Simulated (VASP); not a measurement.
# Pt (Fm-3m) in VASP: further runs, part 2 of 2

VASP 6.6.1. Earlier steps stand in the parts before.

## 3. Relaxation of cell and atoms, r2SCAN

Contents of POSCAR:

```
Pt
1.0
    0.0000000000      1.9715308581      1.9715308581
    1.9715308581      0.0000000000      1.9715308581
    1.9715308581      1.9715308581      0.0000000000
Pt
1
Direct
    0.0000000000      0.0000000000      0.0000000000
```

Contents of INCAR.step1:

```
SYSTEM = Pt
ALGO     = Normal         ! electronic algorithm
EDIFF    = 1E-4           ! SCF threshold, eV
ENCUT    = 600            ! plane-wave cutoff, eV
GGA      = PE             ! functional
ISMEAR   = -1             ! smearing method
LASPH    = .TRUE.         ! aspherical terms in the spheres
LCHARG   = .FALSE.        ! write CHGCAR
LREAL    = .FALSE.        ! projectors in reciprocal space
LWAVE    = .TRUE.         ! write WAVECAR
NELM     = 60             ! most SCF steps
PREC     = Accurate       ! precision mode
SIGMA    = 0.1            ! smearing width, eV
```

Contents of INCAR.step2:

```
SYSTEM = Pt
ALGO     = Normal         ! electronic algorithm
EDIFF    = 1E-6           ! SCF threshold, eV
EDIFFG   = -0.01          ! ionic threshold
ENCUT    = 600            ! plane-wave cutoff, eV
IBRION   = 2              ! ionic algorithm
ISIF     = 3              ! what is computed and relaxed
ISMEAR   = -1             ! smearing method
ISTART   = 1            
LASPH    = .TRUE.         ! aspherical terms in the spheres
LCHARG   = .FALSE.        ! write CHGCAR
LMIXTAU  = .TRUE.       
LREAL    = .FALSE.        ! projectors in reciprocal space
LWAVE    = .FALSE.        ! write WAVECAR
METAGGA  = R2SCAN         ! meta-GGA
NELM     = 60             ! most SCF steps
NSW      = 60             ! ionic steps
PREC     = Accurate       ! precision mode
SIGMA    = 0.1            ! smearing width, eV
```

Contents of KPOINTS:

```
k-points
0
G
  10 10 10
  0 0 0
```

Potentials or basis: VASP PAW PBE potentials, release 64 (Pt).

Command:

```sh
cat potpaw_PBE.64/Pt/POTCAR > POTCAR
cp INCAR.step1 INCAR
mpirun -np 1 vasp_std > vasp.out
cp INCAR.step2 INCAR
mpirun -np 1 vasp_std > vasp.out
```

OUTCAR:

```text
SYSTEM = Pt
   EDIFF = 1E-6
   EDIFFG = -0.01
   ENCUT = 600
   IBRION = 2
   ISIF = 3
   ISMEAR = -1
   ISTART = 1
   LASPH = .TRUE.
   LREAL = .FALSE.
   METAGGA = R2SCAN
   NELM = 60
   NSW = 60
   PREC = Accurate

 ion  position               nearest neighbor table
   1  0.000  0.000  0.000-

  LATTYP: Found a face centered cubic cell.
 ALAT       =     3.9430617162

  Lattice vectors:

 A1 = (   0.0000000000,   1.9715308581,   1.9715308581)
 A2 = (   1.9715308581,   0.0000000000,   1.9715308581)
 A3 = (   1.9715308581,   1.9715308581,   0.0000000000)

Analysis of symmetry for initial positions (statically):
=====================================================================
 Subroutine PRICEL returns:
 Original cell was already a primitive cell.

 Routine SETGRP: Setting up the symmetry group for a
 face centered cubic supercell.

 Subroutine GETGRP returns: Found 48 space group operations
 (whereof 48 operations were pure point group operations)
 out of a pool of 48 trial point group operations.

The static configuration has the point symmetry O_h .

Analysis of symmetry for dynamics (positions and initial velocities):
=====================================================================
 Subroutine PRICEL returns:
 Original cell was already a primitive cell.

 Routine SETGRP: Setting up the symmetry group for a
 face centered cubic supercell.

 Subroutine GETGRP returns: Found 48 space group operations
 (whereof 48 operations were pure point group operations)
 out of a pool of 48 trial point group operations.

The dynamic configuration has the point symmetry O_h .

 Subroutine INISYM returns: Found 48 space group operations
 (whereof 48 operations are pure point group operations),
 and found     1 'primitive' translations

----------------------------------------------------------------------------------------

                                     Primitive cell
[... 118 lines left out ...]
   LEPSILON=     F    determine dielectric tensor
   LRPA    =     F    only Hartree local field effects (RPA)
 conjugate gradient relaxation of ions
 non-spin polarized calculation
  energy-cutoff  :      600.00
  volume of cell :       15.33
 maximum number of plane-waves:       532
 NGX is ok and might be reduce to    24
   NGX = 11   NGY = 11   NGZ = 11

--------------------------------------- Ionic step        1  -------------------------------------------

 number of electron      10.0000001 magnetization

 Free energy of the ion-electron system (eV)
  ---------------------------------------------------
  ext. energy  EPLUGINS =         0.00000000
  ---------------------------------------------------
  free energy    TOTEN  =       -51.50889567 eV

  energy without entropy =      -51.45454967  energy(sigma->0) =      -51.48172267

------------------------ aborting loop because EDIFF is reached ----------------------------------------

  FORCE on cell =-STRESS in cart. coord.  units (eV):
  Direction    XX          YY          ZZ          XY          YZ          ZX
  --------------------------------------------------------------------------------------
  -------------------------------------------------------------------------------------
  Total        0.0710814      0.0710814      0.0710814     -0.0000000      0.0000000     -0.0000000
  in kB        7.4306317      7.4306317      7.4306317     -0.0000000      0.0000000     -0.0000000
  external PRESSURE =       7.4306317 kB  Pullay stress =       0.0000000 kB
[... 57 lines left out ...]
--------------------------------------- Ionic step        3  -------------------------------------------

 number of electron      10.0000001 magnetization

 Free energy of the ion-electron system (eV)
  ---------------------------------------------------
  ext. energy  EPLUGINS =         0.00000000
  ---------------------------------------------------
  free energy    TOTEN  =       -51.50898220 eV

  energy without entropy =      -51.45440683  energy(sigma->0) =      -51.48169451

 E-fermi :  10.6839     XC(G=0): -14.5030

 val. band max:       10.6826901598   @ k =   0.5000   0.0000   0.0000
 cond. band min:      10.7059712430   @ k =   0.5000   0.1000   0.0000
 fundamental gap:      0.0232810832
 Fermi energy:        10.6839071253

 k-point     1 :       0.0000    0.0000    0.0000
  band No.  band energies     occupation
      1       0.3791      2.00000
      2       6.8620      2.00000
      3       6.8620      2.00000
      4       6.8620      2.00000
      5       8.9611      2.00000
      6       8.9611      2.00000
      7      26.1900      0.00000
      8      31.2504      0.00000
      9      31.2504      0.00000
[... 265 lines left out ...]
 k-point    24 :       0.4000    0.3000    0.0000
  band No.  band energies     occupation
      1       4.0553      2.00000
      2       4.6550      2.00000
      3       8.0673      2.00000
      4       9.3357      2.00000
      5      10.5675      1.52424
      6      10.9433      0.13902
      7      23.1515      0.00000
      8      25.5829      0.00000
      9      26.0098      0.00000

 [... further k-points ...]
[... 5 lines left out ...]
  --------------------------------------------------------------------------------------
  -------------------------------------------------------------------------------------
  Total        0.0081480      0.0081480      0.0081480      0.0000000      0.0000000     -0.0000000
  in kB        0.8495383      0.8495383      0.8495383      0.0000000      0.0000000     -0.0000000
  external PRESSURE =       0.8495383 kB  Pullay stress =       0.0000000 kB
[... 16 lines left out ...]
  FREE ENERGIE OF THE ION-ELECTRON SYSTEM (eV)
  ---------------------------------------------------
  free  energy   TOTEN  =       -51.5089821957 eV

  energy  without entropy=      -51.4544068267  energy(sigma->0) =      -51.48169451

 reached required accuracy - stopping structural energy minimisation
```

OSZICAR.step1:

```text
N       E                     dE             d eps       ncg     rms          rms(c)
DAV:   1     0.430821940108E+02    0.43082E+02   -0.59977E+03   854   0.116E+03
DAV:   2    -0.594106797614E+01   -0.49023E+02   -0.47141E+02   887   0.199E+02
DAV:   3    -0.648191588890E+01   -0.54085E+00   -0.53392E+00  1042   0.215E+01
DAV:   4    -0.648367410804E+01   -0.17582E-02   -0.17580E-02   981   0.121E+00
DAV:   5    -0.648368634323E+01   -0.12235E-04   -0.12235E-04   944   0.930E-02    0.124E+01
DAV:   6    -0.614592877293E+01    0.33776E+00   -0.87796E-01   863   0.859E+00    0.659E+00
DAV:   7    -0.610924902558E+01    0.36680E-01   -0.14916E-01   901   0.344E+00    0.253E+00
DAV:   8    -0.610601739003E+01    0.32316E-02   -0.60431E-03   912   0.761E-01    0.520E-01
DAV:   9    -0.610584514335E+01    0.17225E-03   -0.14622E-04   684   0.122E-01    0.436E-02
DAV:  10    -0.610584841502E+01   -0.32717E-05   -0.41283E-06   431   0.190E-02
   1 F= -.61058484E+01 E0= -.60773062E+01  d E =-.570843E-01
```

Wall time 30 s (1 thread of Intel Xeon 6975P-C (Granite Rapids), shared host); peak memory 0.15 GiB.

What came out:

| Property | Result |
| --- | --- |
| Free energy | -51.5090 eV |
| Relaxed volume | 15.37 Å³/atom |
| Relaxed cell | a = 2.791 Å, b = 2.791 Å, c = 2.791 Å, α = 60.00°, β = 60.00°, γ = 60.00° |
| Space group after relaxing (to 0.05 Å) | Fm-3m (No. 225) |
| Energy gained by relaxing | 0.1 meV/atom |
| Ionic steps | 3 |
| Pressure after relaxing | 0.1 GPa |
| Band gap on the k mesh | zero (band 5 reaches 11.17 eV, above the bottom of band 6 at 8.89 eV) |

Final structure:
```
CELL_PARAMETERS angstrom
0.00000 1.97325 1.97325
1.97325 0.00000 1.97325
1.97325 1.97325 0.00000
ATOMIC_POSITIONS crystal
Pt 0.00000 0.00000 0.00000
```

Levels at points of the mesh, in eV from the Fermi level:
```tsv
k point	band 1	band 2	band 3	band 4	band 5	band 6	band 7	band 8	band 9
(0.00, 0.00, 0.00)	-10.30	-3.82	-3.82	-3.82	-1.72	-1.72	15.51	20.57	20.57
(0.50, 0.00, 0.00)	-7.40	-3.92	-3.92	-0.25	0.00	0.00	5.99	15.14	19.80
(0.50, 0.50, 0.00)	-7.11	-6.69	-0.08	0.48	0.48	1.96	9.11	11.94	11.94
```

Caveat: the PAW data sets were made with another functional, which shifts forces and pressure a little; spin-orbit coupling is left out, which moves the levels of the heavy elements.
